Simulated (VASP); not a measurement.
# CaSe (Fm-3m) in VASP: settings compared

Aim: see how the results for CaSe move with the level of theory and the settings. Levels: r2SCAN, HSE06. Tasks: single point.

Program: VASP 6.6.1. These are calculated values, not measurements. Logs are shortened: lines on timing, memory, paths and dates and some standing lists are left out, and cuts for length are marked.

### Step 1. The cell of the first run

The structure is cubic, space group Fm-3m (No. 225). Conventional cell: a = 5.935 Å, b = 5.935 Å, c = 5.935 Å, α = 90.00°, β = 90.00°, γ = 90.00°. Within 3.9 Å of Ca (site symmetry m-3m) lie 6 Se at 2.97 Å. Se (site symmetry m-3m) has 6 Ca at 2.97 Å within 3.9 Å.

### Step 2. Single point, r2SCAN

Input file POSCAR:

```
CaSe
1.0
    0.0000000000      2.9675351117      2.9675351117
    2.9675351117      0.0000000000      2.9675351117
    2.9675351117      2.9675351117      0.0000000000
Ca Se
1 1
Direct
    0.0000000000      0.0000000000      0.0000000000
    0.5000000000      0.5000000000      0.5000000000
```

Input file INCAR.step1:

```
PREC     = Accurate       # precision mode
ENCUT    = 520            # plane-wave cutoff, eV
ISMEAR   = 0              # smearing method
SIGMA    = 0.2            # smearing width, eV
LREAL    = False          # projectors in reciprocal space
LASPH    = True           # aspherical terms in the spheres
NELM     = 60             # most SCF steps
NBANDS   = 15             # bands
GGA      = PE             # functional
ALGO     = Normal         # electronic algorithm
EDIFF    = 1E-4           # SCF threshold, eV
LWAVE    = True           # write WAVECAR
LCHARG   = False          # write CHGCAR
```

Input file INCAR.step2:

```
PREC     = Accurate       # precision mode
ENCUT    = 520            # plane-wave cutoff, eV
EDIFF    = 1E-6           # SCF threshold, eV
ISMEAR   = 0              # smearing method
SIGMA    = 0.2            # smearing width, eV
LREAL    = False          # projectors in reciprocal space
LASPH    = True           # aspherical terms in the spheres
NELM     = 60             # most SCF steps
ALGO     = Normal         # electronic algorithm
ISIF     = 2              # what is computed and relaxed
LWAVE    = False          # write WAVECAR
LCHARG   = False          # write CHGCAR
METAGGA  = R2SCAN         # meta-GGA
LMIXTAU  = True         
NBANDS   = 15             # bands
ISTART   = 1
```

Input file KPOINTS:

```
Automatic mesh
0
Gamma
  6 6 6
```

Potentials or basis: VASP PAW PBE potentials, release 64 (Ca_sv, Se).

Started as:

```bash
cat potpaw_PBE.64/Ca_sv/POTCAR potpaw_PBE.64/Se/POTCAR > POTCAR
cp INCAR.step1 INCAR
mpirun -np 1 vasp_std > vasp.out
cp INCAR.step2 INCAR
mpirun -np 1 vasp_std > vasp.out
```

OUTCAR:

```text
PREC = Accurate
   ENCUT = 520
   EDIFF = 1E-6
   ISMEAR = 0
   LREAL = False
   LASPH = True
   NELM = 60
   ISIF = 2
   METAGGA = R2SCAN
   ISTART = 1

 ion  position               nearest neighbor table
   1  0.000  0.000  0.000-   2 2.97   2 2.97   2 2.97   2 2.97   2 2.97   2 2.97
   2  0.500  0.500  0.500-   1 2.97   1 2.97   1 2.97   1 2.97   1 2.97   1 2.97

  LATTYP: Found a face centered cubic cell.
 ALAT       =     5.9350702234

  Lattice vectors:

 A1 = (   0.0000000000,   2.9675351117,   2.9675351117)
 A2 = (   2.9675351117,   0.0000000000,   2.9675351117)
 A3 = (   2.9675351117,   2.9675351117,   0.0000000000)

Analysis of symmetry for initial positions (statically):
=====================================================================
 Subroutine PRICEL returns:
 Original cell was already a primitive cell.

 Routine SETGRP: Setting up the symmetry group for a
 face centered cubic supercell.

 Subroutine GETGRP returns: Found 48 space group operations
 (whereof 48 operations were pure point group operations)
 out of a pool of 48 trial point group operations.

The static configuration has the point symmetry O_h .

Analysis of symmetry for dynamics (positions and initial velocities):
=====================================================================
 Subroutine PRICEL returns:
 Original cell was already a primitive cell.

 Routine SETGRP: Setting up the symmetry group for a
 face centered cubic supercell.

 Subroutine GETGRP returns: Found 48 space group operations
 (whereof 48 operations were pure point group operations)
 out of a pool of 48 trial point group operations.

The dynamic configuration has the point symmetry O_h .

 Subroutine INISYM returns: Found 48 space group operations
 (whereof 48 operations are pure point group operations),
 and found     1 'primitive' translations

----------------------------------------------------------------------------------------

                                     Primitive cell

  volume of cell :      52.2658

  direct lattice vectors                    reciprocal lattice vectors
     0.000000000  2.967535112  2.967535112    -0.168490003  0.168490003  0.168490003
     2.967535112  0.000000000  2.967535112     0.168490003 -0.168490003  0.168490003
     2.967535112  2.967535112  0.000000000     0.168490003  0.168490003 -0.168490003

  length of vectors
     4.196728402  4.196728402  4.196728402     0.291833246  0.291833246  0.291833246

  position of ions in fractional coordinates (direct lattice)
     0.000000000  0.000000000  0.000000000
     0.500000000  0.500000000  0.500000000

  ion indices of the primitive-cell ions
   primitive index   ion index
                 1           1
                 2           2

----------------------------------------------------------------------------------------

 KPOINTS: Automatic mesh

Automatic generation of k-mesh.
 Grid dimensions read from file:
 generate k-points for:    6    6    6

 Generating k-lattice:

  Cartesian coordinates                     Fractional coordinates (reciprocal lattice)
    -0.028081667  0.028081667  0.028081667     0.166666667  0.000000000  0.000000000
     0.028081667 -0.028081667  0.028081667     0.000000000  0.166666667  0.000000000
     0.028081667  0.028081667 -0.028081667     0.000000000  0.000000000  0.166666667

  Length of vectors
     0.048638874  0.048638874  0.048638874

  Shift w.r.t. Gamma in fractional coordinates (k-lattice)
     0.000000000  0.000000000  0.000000000

 Subroutine IBZKPT returns following result:
 ===========================================

 Found     16 irreducible k-points:

 Following reciprocal coordinates:
            Coordinates               Weight
  0.000000  0.000000  0.000000      1.000000
  0.166667  0.000000  0.000000      8.000000
  0.333333  0.000000  0.000000      8.000000
  0.500000  0.000000  0.000000      4.000000
  0.166667  0.166667  0.000000      6.000000
  0.333333  0.166667  0.000000     24.000000
[... 8 lines left out ...]
 -0.333333  0.333333  0.166667     24.000000
 -0.333333  0.500000  0.166667     12.000000
   k-points           NKPTS =     16   k-points in BZ     NKDIM =     16   number of bands    NBANDS=     15
   number of dos      NEDOS =    301   number of ions     NIONS =      2
   total plane-waves  NPLWV =  32768
   dimension x,y,z NGX =    32 NGY =   32 NGZ =   32
   dimension x,y,z NGXF=    64 NGYF=   64 NGZF=   64
   ions per type =               1   1
   NGX,Y,Z   is equivalent  to a cutoff of  12.68, 12.68, 12.68 a.u.
   NGXF,Y,Z  is equivalent  to a cutoff of  25.35, 25.35, 25.35 a.u.
 SYSTEM =  unknown system
   PREC   = accura    normal or accurate (medium, high low for compatibility)
   ISTART =      1    job   : 0-new  1-cont  2-samecut
   ICHARG =      0    charge: 1-file 2-atom 10-const
   ISPIN  =      1    spin polarized calculation?
   LNONCOLLINEAR =      F non collinear calculations
   LSORBIT =      F    spin-orbit coupling
   LASPH  =      T    aspherical Exc in radial PAW
   ENCUT  =  520.0 eV  38.22 Ry    6.18 a.u.   7.80  7.80  7.80*2*pi/ulx,y,z
   NELM   =     60;   NELMIN=  2; NELMDL=  0     # of ELM steps
   EDIFF  = 0.1E-05   stopping-criterion for ELM
   LREAL  =      F    real-space projection
   EDIFFG = 0.1E-04   stopping-criterion for IOM
   NSW    =      0    number of steps for IOM
   IBRION =     -1    ionic relax: 0-MD 1-quasi-New 2-CG
   NFREE  =      0    steps in history (QN), initial steepest desc. (CG)
   ISIF   =      2    stress and relaxation
   ISYM   =      2    0-nonsym 1-usesym 2-fastsym
   POTIM  = 0.5000    time-step for ionic-motion
   TEBEG  =    0.0;   TEEND  =   0.0 temperature during run
   PSTRESS=    0.0 pullay stress
   NELECT =      16.0000    total number of electrons
   NUPDOWN=      -1.0000    fix difference up-down
   EMIN   =  10.00;   EMAX   =-10.00  energy-range for DOS
   EFERMI =   0.00;   METHOD = LEGACY
   ISMEAR =     0;   SIGMA  =   0.20  broadening in eV -4-tet -1-fermi 0-gaus
   EFERMI_NEDOS =   21; number of points for ismear=-14 and -15
   IALGO  =     38    algorithm
   IMIX   =      4    mixing-type and parameters
     AMIX     =   0.40;   BMIX     =  1.00
     AMIX_MAG =   1.60;   BMIX_MAG =  1.00
  volume/ion in A,a.u.               =      26.13       176.35
  Fermi-wavevector in a.u.,A,eV,Ry     =   1.103339  2.085008 16.563146  1.217357
  Thomas-Fermi vector in A             =   2.239796
   LORBIT       =      0    0 simple, 1 ext, 2 COOP (PROOUT), +10 PAW based schemes
   METAGGA = R2SCAN    functional components
   LHFCALC =     F    Hartree Fock is set to
   AEXX    =    0.0000 exact exchange contribution
   IVDW    =     0    specifies the selected vdW correction
   LEPSILON=     F    determine dielectric tensor
   LRPA    =     F    only Hartree local field effects (RPA)
 non-spin polarized calculation
 Gauss-broadening in eV      SIGMA  =   0.20
  energy-cutoff  :      520.00
  volume of cell :       52.27
 maximum number of plane-waves:      1420
   NGX = 15   NGY = 15   NGZ = 15

 number of electron      15.9999997 magnetization

 Free energy of the ion-electron system (eV)
  ---------------------------------------------------
  ext. energy  EPLUGINS =         0.00000000
  ---------------------------------------------------
  free energy    TOTEN  =       -25.97854220 eV

  energy without entropy =      -25.97854220  energy(sigma->0) =      -25.97854220

 E-fermi :   3.0336     XC(G=0):  -9.5352

 val. band max:        2.1150086532   @ k =   0.0000   0.0000   0.0000
 cond. band min:       4.6316199475   @ k =   0.5000   0.5000   0.0000
 fundamental gap:      2.5166112943
 Fermi energy:         3.0335724715

 k-point     1 :       0.0000    0.0000    0.0000
  band No.  band energies     occupation
      1     -39.2138      2.00000
      2     -19.3233      2.00000
      3     -19.3233      2.00000
      4     -19.3232      2.00000
      5     -10.0436      2.00000
      6       2.1150      2.00000
      7       2.1150      2.00000
      8       2.1150      2.00000
      9       6.1940      0.00000
     10       6.3447      0.00000
     11       6.3448      0.00000
     12       6.3448      0.00000
     13       6.9337      0.00000
     14       6.9337      0.00000
     15      12.5776      0.00000

 k-point     2 :       0.1667    0.0000    0.0000
  band No.  band energies     occupation
      1     -39.2122      2.00000
      2     -19.3516      2.00000
      3     -19.3250      2.00000
      4     -19.3250      2.00000
      5      -9.8818      2.00000
      6       0.9882      2.00000
      7       1.7442      2.00000
      8       1.7442      2.00000
      9       6.3184      0.00000
     10       6.7108      0.00000
     11       6.7108      0.00000
     12       7.5748      0.00000
     13       7.6250      0.00000
     14       7.6250      0.00000
     15      12.5952      0.00000

 k-point     3 :       0.3333    0.0000    0.0000
  band No.  band energies     occupation
      1     -39.2091      2.00000
      2     -19.4070      2.00000
      3     -19.3284      2.00000
      4     -19.3284      2.00000
      5      -9.5317      2.00000
      6      -0.5126      2.00000
      7       1.1782      2.00000
      8       1.1782      2.00000
      9       6.6312      0.00000
     10       7.5602      0.00000
     11       7.5603      0.00000
     12       8.8406      0.00000
     13       9.1010      0.00000
     14       9.1010      0.00000
     15      12.2453      0.00000
[... 199 lines left out ...]
 k-point    15 :      -0.3333    0.3333    0.1667
  band No.  band energies     occupation
      1     -39.2059      2.00000
      2     -19.3996      2.00000
      3     -19.3661      2.00000
      4     -19.3461      2.00000
      5      -9.3572      2.00000
      6      -0.3748      2.00000
      7       0.3240      2.00000
      8       0.7986      2.00000
      9       7.0951      0.00000
     10       7.1853      0.00000
     11       8.4506      0.00000
     12       8.6194      0.00000
     13       8.6769      0.00000
     14      10.5737      0.00000
     15      11.4491      0.00000

 k-point    16 :      -0.3333    0.5000    0.1667
  band No.  band energies     occupation
      1     -39.2054      2.00000
      2     -19.3897      2.00000
      3     -19.3664      2.00000
      4     -19.3598      2.00000
      5      -9.3858      2.00000
      6      -0.1564      2.00000
      7       0.5571      2.00000
      8       0.6301      2.00000
      9       5.9298      0.00000
     10       7.9078      0.00000
     11       8.0299      0.00000
     12       8.5268      0.00000
     13       8.7410      0.00000
     14       9.8105      0.00000
     15      12.3023      0.00000

------------------------ aborting loop because EDIFF is reached ----------------------------------------

  FORCE on cell =-STRESS in cart. coord.  units (eV):
  Direction    XX          YY          ZZ          XY          YZ          ZX
  --------------------------------------------------------------------------------------
  -------------------------------------------------------------------------------------
  Total        0.0768262      0.0768262      0.0768262      0.0000000     -0.0000000      0.0000000
  in kB        2.3550627      2.3550627      2.3550627      0.0000000     -0.0000000      0.0000000
  external PRESSURE =       2.3550627 kB  Pullay stress =       0.0000000 kB

 VOLUME and BASIS-vectors are now :
 -----------------------------------------------------------------------------
  energy-cutoff  :      520.00
  volume of cell :       52.27
      direct lattice vectors                 reciprocal lattice vectors
     0.000000000  2.967535112  2.967535112    -0.168490003  0.168490003  0.168490003
     2.967535112  0.000000000  2.967535112     0.168490003 -0.168490003  0.168490003
     2.967535112  2.967535112  0.000000000     0.168490003  0.168490003 -0.168490003

 POSITION                                       TOTAL-FORCE (eV/Angst)
 -----------------------------------------------------------------------------------
      0.00000      0.00000      0.00000         0.000000     -0.000000      0.000000
      2.96754      2.96754      2.96754        -0.000000      0.000000     -0.000000
 -----------------------------------------------------------------------------------
    total drift:                                0.000000     -0.000000     -0.000000

  FREE ENERGIE OF THE ION-ELECTRON SYSTEM (eV)
  ---------------------------------------------------
  free  energy   TOTEN  =       -25.9785422025 eV

  energy  without entropy=      -25.9785422025  energy(sigma->0) =      -25.97854220
```

Wall time 55 s (1 thread of Intel Xeon Platinum 8259CL at 2.50GHz (Skylake/Cascade Lake), shared host); peak memory 0.19 GiB.

Results:

- Free energy: -25.9785 eV
- Pressure: 0.2 GPa
- Band gap on the k mesh: 2.52 eV, indirect (least direct gap 3.46 eV)

Levels at points of the mesh, in eV from the valence-band top:
```csv
k point,band 5,band 6,band 7,band 8,band 9,band 10,band 11,band 12
"(0.00, 0.00, 0.00)",-12.16,0.00,0.00,0.00,4.08,4.23,4.23,4.23
"(0.50, 0.00, 0.00)",-11.45,-3.24,-1.17,-1.17,5.10,6.07,6.09,6.09
"(0.50, 0.50, 0.00)",-11.57,-2.52,-0.94,-0.94,2.52,5.60,5.76,6.62
```

Caveat: the PAW data sets were made with another functional, which shifts forces and pressure a little. A k mesh can miss the band edges.

### Step 3. Single point, HSE06

POSCAR is that of step 2.

Input file INCAR.step1:

```
PREC     = Accurate       # precision mode
ENCUT    = 520            # plane-wave cutoff, eV
EDIFF    = 1E-5           # SCF threshold, eV
ISMEAR   = 0              # smearing method
SIGMA    = 0.01           # smearing width, eV
LREAL    = F              # projectors in reciprocal space
LASPH    = T              # aspherical terms in the spheres
NELM     = 80             # most SCF steps
ALGO     = Normal         # electronic algorithm
ISIF     = 2              # what is computed and relaxed
LWAVE    = T              # write WAVECAR
NBANDS   = 15             # bands
GGA      = PE             # functional
```

Input file INCAR.step2:

```
PREC     = Accurate       # precision mode
ENCUT    = 520            # plane-wave cutoff, eV
EDIFF    = 1E-7           # SCF threshold, eV
ISMEAR   = 0              # smearing method
SIGMA    = 0.01           # smearing width, eV
LREAL    = F              # projectors in reciprocal space
LASPH    = T              # aspherical terms in the spheres
NELM     = 80             # most SCF steps
ALGO     = Normal         # electronic algorithm
ISIF     = 2              # what is computed and relaxed
LWAVE    = F              # write WAVECAR
LCHARG   = T              # write CHGCAR
GGA      = PE             # functional
LHFCALC  = T              # exact exchange
HFSCREEN = 0.2079         # screening, 1/A
PRECFOCK = Normal       
LELF     = T              # ELF
LVHAR    = T            
NBANDS   = 15             # bands
ISTART   = 1
```

Input file KPOINTS:

```
Automatic mesh
0
Gamma
  4 4 4
```

Potentials or basis: VASP PAW PBE potentials, release 64 (Ca_sv, Se).

Started as:

```bash
cat potpaw_PBE.64/Ca_sv/POTCAR potpaw_PBE.64/Se/POTCAR > POTCAR
cp INCAR.step1 INCAR
mpirun -np 1 vasp_std > vasp.out
cp INCAR.step2 INCAR
mpirun -np 1 vasp_std > vasp.out
```

It took 4.4 min on 1 thread of Intel Xeon Platinum 8488C (Sapphire Rapids), shared host; peak memory 0.27 GiB.

The run converged. Its results:

```
Free energy            : -10.6758 eV
Pressure               : 0.3 GPa
Band gap on the k mesh : 3.01 eV, indirect (least direct gap 4.04 eV)
```

Levels at points of the mesh, in eV from the valence-band top:
```tsv
k point	band 5	band 6	band 7	band 8	band 9	band 10	band 11	band 12
(0.00, 0.00, 0.00)	-12.86	0.00	0.00	0.00	4.24	4.93	4.93	4.93
(0.50, 0.00, 0.00)	-12.08	-3.54	-1.23	-1.23	5.37	6.96	7.08	7.08
(0.50, 0.50, 0.00)	-12.20	-2.76	-1.03	-1.03	3.01	5.98	6.47	7.60
```

Caveat: the k points lie up to 0.46 Å⁻¹ apart; the PAW data sets were made with another functional, which shifts forces and pressure a little.
